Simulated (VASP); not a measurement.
# NaCaI3 (Pm-3m) in VASP: further runs, part 2 of 2

VASP 6.6.1.

**3. Relaxation of cell and atoms, r2SCAN+rVV10**

This run uses another cell than the first one, of 43.90 Å³/atom.

POSCAR reads:

```
NaCaI3
1.0
    6.0323845141      0.0000000000      0.0000000000
    0.0000000000      6.0323845141      0.0000000000
    0.0000000000      0.0000000000      6.0323845141
Na Ca I
1 1 3
Direct
    0.0000000000      0.0000000000      0.0000000000
    0.5000000000      0.5000000000      0.5000000000
    0.5000000000      0.5000000000      0.0000000000
    0.5000000000      0.0000000000      0.5000000000
    0.0000000000      0.5000000000      0.5000000000
```

INCAR.step1 reads:

```
  PREC = Accurate
  ENCUT = 600
  ISMEAR = -1
  SIGMA = 0.03
  LREAL = False
  LASPH = True
  NELM = 100
  GGA = PE
  ALGO = Normal
  EDIFF = 1E-4
  LWAVE = True
  LCHARG = False
```

INCAR.step2 reads:

```
  PREC = Accurate
  ENCUT = 600
  EDIFF = 1E-7
  ISMEAR = -1
  SIGMA = 0.03
  LREAL = False
  LASPH = True
  NELM = 100
  ALGO = Normal
  ISIF = 3
  LWAVE = False
  LCHARG = False
  METAGGA = R2SCAN
  LMIXTAU = True
  LUSE_VDW = True
  IVDW_NL = 2
  BPARAM = 11.95
  CPARAM = 0.0093
  IBRION = 2
  NSW = 100
  EDIFFG = -0.01
  ISTART = 1
```

KPOINTS reads:

```
regular mesh
0
Gamma
  4 4 4
```

Potentials or basis: VASP PAW PBE potentials, release 64 (Na_pv, Ca_sv, I).

The run is started by

```bash
$ cat potpaw_PBE.64/Na_pv/POTCAR potpaw_PBE.64/Ca_sv/POTCAR potpaw_PBE.64/I/POTCAR > POTCAR
$ cp INCAR.step1 INCAR
$ mpirun -np 1 vasp_std > vasp.out
$ cp INCAR.step2 INCAR
$ mpirun -np 1 vasp_std > vasp.out
```

OUTCAR:

```text
PREC = Accurate
   ENCUT = 600
   EDIFF = 1E-7
   ISMEAR = -1
   LREAL = False
   LASPH = True
   NELM = 100
   ISIF = 3
   METAGGA = R2SCAN
   IVDW_NL = 2
   BPARAM = 11.95
   IBRION = 2
   NSW = 100
   EDIFFG = -0.01
   ISTART = 1

 ion  position               nearest neighbor table
   1  0.000  0.000  0.000-
   2  0.500  0.500  0.500-   3 3.02   4 3.02   5 3.02   3 3.02   4 3.02   5 3.02
   3  0.500  0.500  0.000-   2 3.02   2 3.02
   4  0.500  0.000  0.500-   2 3.02   2 3.02
   5  0.000  0.500  0.500-   2 3.02   2 3.02

  LATTYP: Found a simple cubic cell.
 ALAT       =     6.0323845141

  Lattice vectors:

 A1 = (   6.0323845141,   0.0000000000,   0.0000000000)
[... 176 lines left out ...]
  --------------------------------------------------------------------------------------
  -------------------------------------------------------------------------------------
  Total        0.6761809      0.6761809      0.6761809      0.0000000     -0.0000000     -0.0000000
  in kB        4.9352187      4.9352187      4.9352187      0.0000000     -0.0000000     -0.0000000
  external PRESSURE =       4.9352187 kB  Pullay stress =       0.0000000 kB
[... 65 lines left out ...]
--------------------------------------- Ionic step        3  -------------------------------------------

 number of electron      37.9999989 magnetization

 Free energy of the ion-electron system (eV)
  ---------------------------------------------------
  ext. energy  EPLUGINS =         0.00000000
  ---------------------------------------------------
  free energy    TOTEN  =       -90.36495342 eV

  energy without entropy =      -90.36495342  energy(sigma->0) =      -90.36495342

 E-fermi :   1.1086     XC(G=0):  -7.3944

 val. band max:        0.3059257704   @ k =   0.5000   0.5000   0.5000
 cond. band min:       3.2365200233   @ k =   0.0000   0.0000   0.0000
 fundamental gap:      2.9305942529
 Fermi energy:         1.1086434372

 k-point     1 :       0.0000    0.0000    0.0000
  band No.  band energies     occupation
      1     -41.0889      2.00000
      2     -25.0336      2.00000
      3     -25.0336      2.00000
      4     -25.0336      2.00000
      5     -21.2460      2.00000
      6     -21.2460      2.00000
[... 281 lines left out ...]
  FREE ENERGIE OF THE ION-ELECTRON SYSTEM (eV)
  ---------------------------------------------------
  free  energy   TOTEN  =       -90.3649534250 eV

  energy  without entropy=      -90.3649534250  energy(sigma->0) =      -90.36495342

 reached required accuracy - stopping structural energy minimisation
```

OUTCAR.step1:

```text
PREC = Accurate
   ENCUT = 600
   ISMEAR = -1
   LREAL = False
   LASPH = True
   NELM = 100
[... 473 lines left out ...]
      3.01619      3.01619      0.00000         0.000000      0.000000      0.000000
      3.01619      0.00000      3.01619         0.000000      0.000000      0.000000
      0.00000      3.01619      3.01619         0.000000      0.000000      0.000000
 -----------------------------------------------------------------------------------
    total drift:                                0.000000     -0.000000     -0.000000

  FREE ENERGIE OF THE ION-ELECTRON SYSTEM (eV)
  ---------------------------------------------------
  free  energy   TOTEN  =       -14.2353913012 eV

  energy  without entropy=      -14.2353913011  energy(sigma->0) =      -14.23539130
```

OSZICAR.step1:

```text
N       E                     dE             d eps       ncg     rms          rms(c)
DAV:   1     0.330579417304E+03    0.33058E+03   -0.17743E+04   468   0.156E+03
DAV:   2     0.155545366566E+02   -0.31502E+03   -0.31023E+03   545   0.349E+02
DAV:   3    -0.133024652504E+02   -0.28857E+02   -0.28812E+02   716   0.101E+02
DAV:   4    -0.147262942584E+02   -0.14238E+01   -0.14227E+01   755   0.197E+01
DAV:   5    -0.147817141696E+02   -0.55420E-01   -0.55418E-01   717   0.254E+00    0.448E+00
DAV:   6    -0.144313227624E+02    0.35039E+00   -0.33301E-01   586   0.288E+00    0.300E+00
DAV:   7    -0.142412611560E+02    0.19006E+00   -0.60297E-01   558   0.384E+00    0.824E-01
DAV:   8    -0.142352306542E+02    0.60305E-02   -0.32126E-02   555   0.118E+00    0.178E-01
DAV:   9    -0.142352133910E+02    0.17263E-04   -0.26635E-03   612   0.342E-01    0.140E-01
DAV:  10    -0.142354021823E+02   -0.18879E-03   -0.86204E-04   567   0.194E-01    0.252E-02
DAV:  11    -0.142353913012E+02    0.10881E-04   -0.70269E-05   405   0.585E-02
   1 F= -.14235391E+02 E0= -.14235391E+02  d E =-.192601E-10
```

Run time: 46 min. Hardware: 1 thread of AMD EPYC 7R13, shared host; peak memory 0.8 GiB.

Results:

```yaml
Free_energy: -90.3650 eV
Relaxed_volume: 45.08 Å³/atom
Relaxed_cell: a = 6.086 Å, b = 6.086 Å, c = 6.086 Å, α = 90.00°, β = 90.00°, γ = 90.00°
Space_group_after_relaxing_to_0.1_Å: Pm-3m (No. 221)
Energy_gained_by_relaxing: 1.8 meV/atom
Ionic_steps: 3
Pressure_after_relaxing: 0.0 GPa
Band_gap_on_the_k_mesh: 2.93 eV (least direct gap 3.30 eV)
```

The path:
| step | energy change (eV) | largest force (eV/Å) | pressure (GPa) | volume (Å³) |
| --- | --- | --- | --- | --- |
| 1 | 0.0000 | 0.0000 | 0.49 | 219.52 |
| 2 | -0.0082 | 0.0000 | 0.12 | 223.84 |
| 3 | -0.0089 | 0.0000 | 0.00 | 225.42 |

Final structure:
```
Na Ca I
1.0
     6.08595    0.00000    0.00000
     0.00000    6.08595    0.00000
     0.00000    0.00000    6.08595
Na Ca I
1 1 3
Direct
  0.00000 0.00000 0.00000
  0.50000 0.50000 0.50000
  0.50000 0.50000 0.00000
  0.50000 0.00000 0.50000
  0.00000 0.50000 0.50000
```

Levels at points of the mesh, in eV from the valence-band top:
| k point | band 17 | band 18 | band 19 | band 20 | band 21 | band 22 |
| --- | --- | --- | --- | --- | --- | --- |
| (0.00, 0.00, 0.00) | -0.37 | -0.37 | -0.37 | 2.93 | 4.23 | 4.23 |
| (0.50, 0.00, 0.00) | -0.85 | -0.48 | -0.48 | 4.32 | 4.33 | 4.91 |
| (0.50, 0.50, 0.00) | -1.10 | -1.10 | -0.01 | 4.35 | 5.42 | 5.42 |
| (0.50, 0.50, 0.50) | 0.00 | 0.00 | 0.00 | 3.30 | 5.89 | 5.89 |

Caveat: the PAW data sets were made with another functional, which shifts forces and pressure a little; spin-orbit coupling is left out, which moves the levels of the heavy elements. A k mesh can miss the band edges.
